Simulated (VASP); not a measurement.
A run of VASP 6.6.1 is set up as follows.

Contents of INCAR:

```
GGA = RE
ISMEAR = 0
SIGMA = 0.03
LWAVE = F
LCHARG = F
ISIF = 2
PREC = Accurate
LASPH = T
LREAL = F
ALGO = Normal
EDIFF = 1E-6
NELM = 120
GGA_COMPAT = F
ENCUT = 520
EFERMI = MIDGAP
```

The input KPOINTS:

```
k-points
0
Gamma
  5 5 8
```

File POSCAR:

```
TiO2
1.0
    4.5998373239      0.0000000000      0.0000000000
    0.0000000000      4.5998373239      0.0000000000
    0.0000000000      0.0000000000      2.9592135600
Ti O
2 4
Direct
    0.0000000000      0.0000000000      0.5000000000
    0.5000000000      0.5000000000      0.0000000000
    0.3043213200      0.3043213200      0.5000000000
    0.1956786800      0.8043213200      0.0000000000
    0.8043213200      0.1956786800      0.0000000000
    0.6956786800      0.6956786800      0.5000000000
```

Potentials or basis: VASP PAW PBE potentials, release 64 (Ti_sv, O).

Run with:

```bash
$ cat potpaw_PBE.64/Ti_sv/POTCAR potpaw_PBE.64/O/POTCAR > POTCAR
$ mpirun -np 1 vasp_std > vasp.out
```

Q: What does it give for the band gap on the k mesh?

A: 1.87 eV.

Q: Predict the pressure.

A: 8.6 GPa.

Forces in eV/Å, atoms in the order of the input:
```
Ti   0.000  0.000  0.000
Ti   0.000  0.000  0.000
O   -0.030 -0.030  0.000
O    0.030 -0.030  0.000
O   -0.030  0.030  0.000
O    0.030  0.030  0.000
```

Caveat: the cell stands under pressure; the PAW data sets were made with another functional, which shifts forces and pressure a little; an odd mesh through Γ misses points on the zone boundary, where band edges can lie.
